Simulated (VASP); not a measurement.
Wanted: the native input for a VASP 6.6.1 run.

```yaml
Task: single point
Functional: LDA
Potentials_or_basis: VASP PAW LDA potentials, release 64 (Na_pv)
Cutoff: 520 eV
k_mesh: 8 × 8 × 3
Occupations: fermi-dirac, width 0.05 eV
Spin: no spin polarisation
Dipole_correction: no
Further_INCAR_settings: ALGO = Normal; EDIFF = 1e-06; NBANDS = 22
```

The structure of Na lies in POSCAR:

```
Na
1.0
    3.7003831212      0.0000000000      0.0000000000
   -1.8501915606      3.2046257867      0.0000000000
    0.0000000000      0.0000000000     12.5373215400
Na
4
Direct
    0.6666666667      0.3333333333      0.7500000000
    0.0000000000      0.0000000000      0.5000000000
    0.3333333333      0.6666666667      0.2500000000
    0.0000000000      0.0000000000      0.0000000000
```

One way to write it, as run:

INCAR

```
PREC     = Accurate       # precision mode
ENCUT    = 520            # plane-wave cutoff, eV
EDIFF    = 1E-6           # SCF threshold, eV
ISMEAR   = -1             # smearing method
SIGMA    = 0.05           # smearing width, eV
LREAL    = F              # projectors in reciprocal space
LASPH    = T              # aspherical terms in the spheres
NELM     = 60             # most SCF steps
ALGO     = Normal         # electronic algorithm
ISIF     = 2              # what is computed and relaxed
LWAVE    = F              # write WAVECAR
LCHARG   = T              # write CHGCAR
GGA      = CA             # functional
LELF     = T              # ELF
LVHAR    = T            
NBANDS   = 22             # bands
```

KPOINTS

```
regular mesh
0
Gamma
  8 8 3
```

Potentials or basis: VASP PAW LDA potentials, release 64 (Na_pv).

The run is started by

```sh
$ cat potpaw_LDA.64/Na_pv/POTCAR > POTCAR
$ mpirun -np 1 vasp_std > vasp.out
```

It gave:

```
Pressure               : -0.8 GPa
Band gap on the k mesh : zero (band 14 reaches 1.30 eV, above the bottom of band 15 at -2.14 eV)
```

It took 23 s on 1 thread of Intel(R) Xeon(R) 6975P-C (Granite Rapids), with other jobs on the host, peak memory 0.21 GiB.
